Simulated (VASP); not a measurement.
# CsSnBr3 (Pm-3m) in VASP: further runs, part 2 of 2

VASP 6.6.1. Earlier steps stand in the parts before.

## (3) Single point, r2SCAN

POSCAR reads:

```
CsSnBr3
1.0
    5.8410918105      0.0000000000      0.0000000000
    0.0000000000      5.8410918105      0.0000000000
    0.0000000000      0.0000000000      5.8410918105
Cs Sn Br
1 1 3
Direct
    0.0000000000      0.0000000000      0.0000000000
    0.5000000000      0.5000000000      0.5000000000
    0.5000000000      0.0000000000      0.5000000000
    0.5000000000      0.5000000000      0.0000000000
    0.0000000000      0.5000000000      0.5000000000
```

INCAR.step1 reads:

```
ALGO = Normal
EDIFF = 1E-5
ENCUT = 550
GGA = PE
GGA_COMPAT = F
ISMEAR = 0
LASPH = T
LCHARG = F
LREAL = F
LWAVE = T
NBANDS = 30
NELM = 120
PREC = Accurate
SIGMA = 0.01
```

INCAR.step2 reads:

```
ALGO = Normal
EDIFF = 1E-6
ENCUT = 550
GGA_COMPAT = F
ISIF = 2
ISMEAR = 0
ISTART = 1
LASPH = T
LCHARG = T
LELF = T
LMIXTAU = T
LREAL = F
LVHAR = T
LWAVE = F
METAGGA = R2SCAN
NBANDS = 30
NELM = 120
PREC = Accurate
SIGMA = 0.01
```

KPOINTS reads:

```
k-points
0
Gamma
  4 4 4
```

Potentials or basis: VASP PAW PBE potentials, release 64 (Cs_sv, Sn_d, Br).

The run is started by

```
> cat potpaw_PBE.64/Cs_sv/POTCAR potpaw_PBE.64/Sn_d/POTCAR potpaw_PBE.64/Br/POTCAR > POTCAR
> cp INCAR.step1 INCAR
> mpirun -np 1 vasp_std > vasp.out
> cp INCAR.step2 INCAR
> mpirun -np 1 vasp_std > vasp.out
```

OUTCAR:

```text
EDIFF = 1E-6
   ENCUT = 550
   ISIF = 2
   ISMEAR = 0
   ISTART = 1
   LASPH = T
   LREAL = F
   METAGGA = R2SCAN
   NELM = 120
   PREC = Accurate

 ion  position               nearest neighbor table
   1  0.000  0.000  0.000-
   2  0.500  0.500  0.500-   3 2.92   4 2.92   5 2.92   4 2.92   3 2.92   5 2.92
   3  0.500  0.000  0.500-   2 2.92   2 2.92
   4  0.500  0.500  0.000-   2 2.92   2 2.92
[... 517 lines left out ...]
  Direction    XX          YY          ZZ          XY          YZ          ZX
  --------------------------------------------------------------------------------------
  -------------------------------------------------------------------------------------
  Total        0.0223181      0.0223181      0.0223181     -0.0000000     -0.0000000     -0.0000000
  in kB        0.1794261      0.1794261      0.1794261     -0.0000000     -0.0000000     -0.0000000
  external PRESSURE =       0.1794261 kB  Pullay stress =       0.0000000 kB

 VOLUME and BASIS-vectors are now :
 -----------------------------------------------------------------------------
  energy-cutoff  :      550.00
  volume of cell :      199.29
      direct lattice vectors                 reciprocal lattice vectors
     5.841091811  0.000000000  0.000000000     0.171200870  0.000000000  0.000000000
     0.000000000  5.841091811  0.000000000     0.000000000  0.171200870  0.000000000
     0.000000000  0.000000000  5.841091811     0.000000000  0.000000000  0.171200870

 POSITION                                       TOTAL-FORCE (eV/Angst)
 -----------------------------------------------------------------------------------
      0.00000      0.00000      0.00000         0.000000      0.000000      0.000000
      2.92055      2.92055      2.92055         0.000000      0.000000      0.000000
      2.92055      0.00000      2.92055         0.000000      0.000000      0.000000
      2.92055      2.92055      0.00000         0.000000      0.000000      0.000000
      0.00000      2.92055      2.92055         0.000000      0.000000      0.000000
 -----------------------------------------------------------------------------------
    total drift:                                0.000000     -0.000000     -0.000000

  FREE ENERGIE OF THE ION-ELECTRON SYSTEM (eV)
  ---------------------------------------------------
  free  energy   TOTEN  =       -96.2785743622 eV

  energy  without entropy=      -96.2785743622  energy(sigma->0) =      -96.27857436
```

OUTCAR.step1:

```text
EDIFF = 1E-5
   ENCUT = 550
   GGA = PE
   ISMEAR = 0
[... 546 lines left out ...]
      2.92055      2.92055      2.92055         0.000000      0.000000      0.000000
      2.92055      0.00000      2.92055         0.000000      0.000000      0.000000
      2.92055      2.92055      0.00000         0.000000      0.000000      0.000000
      0.00000      2.92055      2.92055         0.000000      0.000000      0.000000
 -----------------------------------------------------------------------------------
    total drift:                                0.000000     -0.000000     -0.000000

  FREE ENERGIE OF THE ION-ELECTRON SYSTEM (eV)
  ---------------------------------------------------
  free  energy   TOTEN  =       -15.7764546330 eV

  energy  without entropy=      -15.7764546330  energy(sigma->0) =      -15.77645463
```

OSZICAR.step1:

```text
N       E                     dE             d eps       ncg     rms          rms(c)
DAV:   1     0.395236322303E+03    0.39524E+03   -0.19488E+04   600   0.145E+03
DAV:   2     0.398425543515E+02   -0.35539E+03   -0.33916E+03   680   0.327E+02
DAV:   3    -0.138239709301E+02   -0.53667E+02   -0.52923E+02   732   0.131E+02
DAV:   4    -0.162310415932E+02   -0.24071E+01   -0.23956E+01   760   0.320E+01
DAV:   5    -0.162808443679E+02   -0.49803E-01   -0.49785E-01   718   0.449E+00    0.493E+00
DAV:   6    -0.158050357784E+02    0.47581E+00   -0.75934E-01   850   0.458E+00    0.277E+00
DAV:   7    -0.157678796025E+02    0.37156E-01   -0.36418E-01   788   0.256E+00    0.103E+00
DAV:   8    -0.157759727466E+02   -0.80931E-02   -0.42495E-02   712   0.138E+00    0.175E-01
DAV:   9    -0.157759989895E+02   -0.26243E-04   -0.39959E-03   816   0.431E-01    0.921E-02
DAV:  10    -0.157764015548E+02   -0.40257E-03   -0.84457E-04   684   0.137E-01    0.453E-02
DAV:  11    -0.157764513591E+02   -0.49804E-04   -0.16248E-04   722   0.883E-02    0.991E-03
DAV:  12    -0.157764546330E+02   -0.32739E-05   -0.23285E-05   618   0.334E-02
   1 F= -.15776455E+02 E0= -.15776455E+02  d E =-.486258E-29
```

Run time: 2.8 min. Hardware: 1 thread of Intel Xeon Platinum 8488C (Sapphire Rapids), shared host; peak memory 0.4 GiB.

What came out:

```yaml
Free_energy: -96.2786 eV
Pressure: 0.0 GPa
Band_gap_on_the_k_mesh: 0.69 eV, direct
```

Levels at points of the mesh, in eV from the valence-band top:
```csv
k point,band 19,band 20,band 21,band 22,band 23,band 24,band 25,band 26
"(0.00, 0.00, 0.00)",-3.29,-3.16,-3.16,-3.16,2.60,3.52,3.52,4.25
"(0.50, 0.00, 0.00)",-3.42,-3.28,-3.28,-2.14,1.66,4.02,4.58,4.61
"(0.50, 0.50, 0.00)",-3.54,-3.54,-2.80,-1.04,1.20,1.20,4.19,4.77
"(0.50, 0.50, 0.50)",-2.79,-2.79,-2.79,0.00,0.69,0.69,0.69,4.16
```

Caveat: the PAW data sets were made with another functional, which shifts forces and pressure a little; spin-orbit coupling is left out, which moves the levels of the heavy elements. r2SCAN opens gaps a little over a GGA but as a rule still falls short of measured ones.
